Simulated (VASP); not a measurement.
# Si (Fddd) in VASP: a series of runs

Runs on Si. Level: LDA. Tasks: single point.

Everything below comes from runs of VASP 6.6.1. Logs are shortened: lines on timing, memory, paths and dates and some standing lists are left out, and cuts for length are marked.

## 1. The cell of the first run

It takes space group Fddd (No. 70, orthorhombic). The conventional cell has a = 5.003 Å, b = 5.307 Å, c = 5.894 Å, α = 90.00°, β = 90.00°, γ = 90.00°. Si (site symmetry 222) has 4 Si at 2.34 Å within 3.1 Å.

## 2. Single point, LDA

INCAR

```
ALGO = Normal
EDIFF = 1E-6
ENCUT = 520
ISIF = 2
ISMEAR = 0
LASPH = True
LCHARG = False
LREAL = False
LWAVE = False
NBANDS = 11
NELM = 100
PREC = Accurate
SIGMA = 0.05
```

KPOINTS

```
k-points
0
Gamma
  12 12 12
```

POSCAR

```
Si
1.0
    0.0000000000      2.9472468443      2.6535349594
    2.5016150190      0.0000000000      2.6535349594
    2.5016150190      2.9472468443      0.0000000000
Si
2
Direct
    0.5000000000      0.5000000000      0.5000000000
    0.7500000000      0.7500000000      0.7500000000
```

Potentials or basis: VASP PAW LDA potentials, release 64 (Si).

The run is started by

```bash
$ cat potpaw_LDA.64/Si/POTCAR > POTCAR
$ mpirun -np 1 vasp_std > vasp.out
```

OUTCAR:

```text
EDIFF = 1E-6
   ENCUT = 520
   ISIF = 2
   ISMEAR = 0
   LASPH = True
   LREAL = False
   NELM = 100
   PREC = Accurate

 ion  position               nearest neighbor table
   1  0.500  0.500  0.500-   2 2.34   2 2.34   2 2.34   2 2.34
   2  0.750  0.750  0.750-   1 2.34   1 2.34   1 2.34   1 2.34

  LATTYP: Found a face centered orthorhombic cell.
 ALAT       =     5.0032300380
 B/A-ratio  =     1.0607287449
 C/A-ratio  =     1.1781376518

  Lattice vectors:

 A1 = (   0.0000000000,   2.9472468443,  -2.6535349594)
 A2 = (   2.5016150190,   2.9472468443,   0.0000000000)
 A3 = (   2.5016150190,   0.0000000000,  -2.6535349594)

Analysis of symmetry for initial positions (statically):
=====================================================================
 Subroutine PRICEL returns:
 Original cell was already a primitive cell.

 Routine SETGRP: Setting up the symmetry group for a
 face centered orthorhombic supercell.

 Subroutine GETGRP returns: Found  8 space group operations
 (whereof  4 operations were pure point group operations)
 out of a pool of  8 trial point group operations.

The static configuration has the point symmetry D_2 .
 The point group associated with its full space group is D_2h.

Analysis of symmetry for dynamics (positions and initial velocities):
=====================================================================
 Subroutine PRICEL returns:
 Original cell was already a primitive cell.

 Routine SETGRP: Setting up the symmetry group for a
 face centered orthorhombic supercell.

 Subroutine GETGRP returns: Found  8 space group operations
 (whereof  4 operations were pure point group operations)
 out of a pool of  8 trial point group operations.

The dynamic configuration has the point symmetry D_2 .
 The point group associated with its full space group is D_2h.

 Subroutine INISYM returns: Found  8 space group operations
 (whereof  4 operations are pure point group operations),
 and found     1 'primitive' translations

----------------------------------------------------------------------------------------

                                     Primitive cell

  volume of cell :      39.1284

  direct lattice vectors                    reciprocal lattice vectors
     0.000000000  2.947246844  2.653534959    -0.199870882  0.169649855  0.188427892
     2.501615019  0.000000000  2.653534959     0.199870882 -0.169649855  0.188427892
     2.501615019  2.947246844  0.000000000     0.199870882  0.169649855 -0.188427892

  length of vectors
     3.965792700  3.646824027  3.865791208     0.322853703  0.322853703  0.322853703

[... 85 lines left out ...]
   NFREE  =      0    steps in history (QN), initial steepest desc. (CG)
   ISIF   =      2    stress and relaxation
   ISYM   =      2    0-nonsym 1-usesym 2-fastsym
   POTIM  = 0.5000    time-step for ionic-motion
   TEBEG  =    0.0;   TEEND  =   0.0 temperature during run
   PSTRESS=    0.0 pullay stress
   NELECT =       8.0000    total number of electrons
   NUPDOWN=      -1.0000    fix difference up-down
   EMIN   =  10.00;   EMAX   =-10.00  energy-range for DOS
   EFERMI =   0.00;   METHOD = LEGACY
   ISMEAR =     0;   SIGMA  =   0.05  broadening in eV -4-tet -1-fermi 0-gaus
   EFERMI_NEDOS =   21; number of points for ismear=-14 and -15
   IALGO  =     38    algorithm
   IMIX   =      4    mixing-type and parameters
     AMIX     =   0.40;   BMIX     =  1.00
     AMIX_MAG =   1.60;   BMIX_MAG =  1.00
  volume/ion in A,a.u.               =      19.56       132.03
  Fermi-wavevector in a.u.,A,eV,Ry     =   0.964438  1.822523 12.655327  0.930140
  Thomas-Fermi vector in A             =   2.094069
   LORBIT       =      0    0 simple, 1 ext, 2 COOP (PROOUT), +10 PAW based schemes
   GGA     = CA    functional components
   LHFCALC =     F    Hartree Fock is set to
   AEXX    =    0.0000 exact exchange contribution
   IVDW    =     0    specifies the selected vdW correction
   LEPSILON=     F    determine dielectric tensor
   LRPA    =     F    only Hartree local field effects (RPA)
 non-spin polarized calculation
 Gauss-broadening in eV      SIGMA  =   0.05
  energy-cutoff  :      520.00
  volume of cell :       39.13
 maximum number of plane-waves:      1070
 NGX is ok and might be reduce to    30
   NGX = 15   NGY = 13   NGZ = 15

 number of electron       8.0000000 magnetization

 Free energy of the ion-electron system (eV)
  ---------------------------------------------------
  ext. energy  EPLUGINS =         0.00000000
  ---------------------------------------------------
  free energy    TOTEN  =       -11.74945280 eV

  energy without entropy =      -11.74926419  energy(sigma->0) =      -11.74935850

 E-fermi :   6.1900     XC(G=0):  -9.7134

 val. band max:        6.1578835568   @ k =  -0.0833   0.3333   0.3333
 cond. band min:       6.2217330479   @ k =  -0.1667  -0.0000   0.0833
 fundamental gap:      0.0638494911
 Fermi energy:         6.1899854698

 k-point     1 :       0.0000    0.0000    0.0000
  band No.  band energies     occupation
      1      -6.0870      2.00000
      2       5.3075      2.00000
      3       6.2635      0.03756
      4       6.5538      0.00000
      5       8.3979      0.00000
      6       8.6264      0.00000
      7       8.9609      0.00000
      8       9.1332      0.00000
      9      12.5122      0.00000
     10      13.8406      0.00000
     11      15.0296      0.00000
[... 309 lines left out ...]
 k-point    24 :      -0.4167    0.1667    0.0000
  band No.  band energies     occupation
      1      -3.3822      2.00000
      2      -0.8166      2.00000
      3       2.9631      2.00000
      4       4.3542      2.00000
      5       7.7162      0.00000
      6       9.6096      0.00000
      7      11.4245      0.00000
      8      13.4942      0.00000
      9      13.9409      0.00000
     10      15.9055      0.00000
     11      17.7487      0.00000

 [... further k-points ...]
[... 5 lines left out ...]
  --------------------------------------------------------------------------------------
  -------------------------------------------------------------------------------------
  Total        1.4395031     -2.4122675      0.9124176      0.0000000      0.0000000      0.0000000
  in kB       58.9428862    -98.7743650     37.3604803      0.0000000      0.0000000      0.0000000
  external PRESSURE =      -0.8236662 kB  Pullay stress =       0.0000000 kB

 VOLUME and BASIS-vectors are now :
 -----------------------------------------------------------------------------
  energy-cutoff  :      520.00
  volume of cell :       39.13
      direct lattice vectors                 reciprocal lattice vectors
     0.000000000  2.947246844  2.653534959    -0.199870882  0.169649855  0.188427892
     2.501615019  0.000000000  2.653534959     0.199870882 -0.169649855  0.188427892
     2.501615019  2.947246844  0.000000000     0.199870882  0.169649855 -0.188427892

 POSITION                                       TOTAL-FORCE (eV/Angst)
 -----------------------------------------------------------------------------------
      2.50162      2.94725      2.65353        -0.000000     -0.000000     -0.000000
      3.75242      4.42087      3.98030         0.000000      0.000000      0.000000
 -----------------------------------------------------------------------------------
    total drift:                                0.000000     -0.000000     -0.000000

  FREE ENERGIE OF THE ION-ELECTRON SYSTEM (eV)
  ---------------------------------------------------
  free  energy   TOTEN  =       -11.7494528029 eV

  energy  without entropy=      -11.7492641935  energy(sigma->0) =      -11.74935850
```

Run time: 86 s. Hardware: 1 thread of Intel Xeon Platinum 8259CL at 2.50GHz (Skylake/Cascade Lake), shared host; peak memory 0.2 GiB.

What came out:

- Free energy: -11.7495 eV
- Pressure: -0.1 GPa
- Band gap on the k mesh: zero (band 4 reaches 6.55 eV, above the bottom of band 5 at 5.83 eV)

Stress tensor (GPa, compression positive):
```
 5.89  0.00  0.00
 0.00 -9.88  0.00
 0.00  0.00  3.74
```

Levels at points of the mesh, in eV from the Fermi level:
```
           k point  band 2  band 3  band 4  band 5  band 6  band 7
(0.00, 0.00, 0.00)   -0.88    0.07    0.36    2.21    2.44    2.77
(0.50, 0.00, 0.00)   -7.25   -2.08   -0.64    0.69    3.07    3.98
(0.50, 0.50, 0.00)   -7.93   -3.12   -3.12    0.33    0.33    8.26
(0.50, 0.00, 0.50)   -8.58   -2.31   -2.31    1.17    1.17    9.57
(0.00, 0.50, 0.50)   -7.58   -3.59   -3.59   -0.14   -0.14    8.88
```

Caveat: the cell differs from its parent crystal (strain +e along x and -e along y -0.0825, strain +e along z and -e/2 along x and y -0.0175).

## 3. Single point, LDA

INCAR

```
SYSTEM = Si
  PREC = Accurate
  ENCUT = 520
  EDIFF = 1E-6
  ISMEAR = 0
  SIGMA = 0.05
  LREAL = .False.
  LASPH = .True.
  NELM = 60
  ALGO = Normal
  ISIF = 2
  LWAVE = .False.
  LCHARG = .False.
  GGA = CA
  NBANDS = 11
```

KPOINTS

```
Automatic mesh
0
Gamma
  12 12 12
  0 0 0
```

POSCAR

```
Si
1.0
    0.0000000000      2.8459668840      2.5590069965
    2.6974229422      0.0000000000      2.5590069965
    2.6974229422      2.8459668840      0.0000000000
Si
2
Direct
    0.5000000000      0.5000000000      0.5000000000
    0.7500000000      0.7500000000      0.7500000000
```

Potentials or basis: VASP PAW LDA potentials, release 64 (Si).

The run is started by

```bash
$ cat potpaw_LDA.64/Si/POTCAR > POTCAR
$ mpirun -np 1 vasp_std > vasp.out
```

Run time: 74 s. Hardware: 1 thread of Intel Xeon Platinum 8259CL at 2.50GHz (Skylake/Cascade Lake), shared host; peak memory 0.21 GiB.

It converged, with:

* Free energy: -11.8533 eV
* Pressure: 0.0 GPa
* Band gap on the k mesh: zero (band 4 reaches 6.33 eV, above the bottom of band 5 at 5.95 eV)

Stress tensor (GPa, compression positive):
```
 1.06  0.00  0.00
 0.00 -5.49  0.00
 0.00  0.00  4.52
```

Levels at points of the mesh, in eV from the Fermi level:
```tsv
k point	band 2	band 3	band 4	band 5	band 6	band 7
(0.00, 0.00, 0.00)	-0.55	-0.10	0.21	2.23	2.43	2.61
(0.50, 0.00, 0.00)	-7.23	-1.80	-0.92	1.05	2.93	3.68
(0.50, 0.50, 0.00)	-7.70	-3.44	-3.44	0.01	0.01	9.51
(0.50, 0.00, 0.50)	-8.34	-2.62	-2.62	0.87	0.87	9.65
(0.00, 0.50, 0.50)	-8.01	-3.03	-3.03	0.44	0.44	8.99
```

Caveat: the cell differs from its parent crystal (strain +e along x and -e along y -0.0275, strain +e along z and -e/2 along x and y -0.0525).

(Part 1 of 2 ends here.)
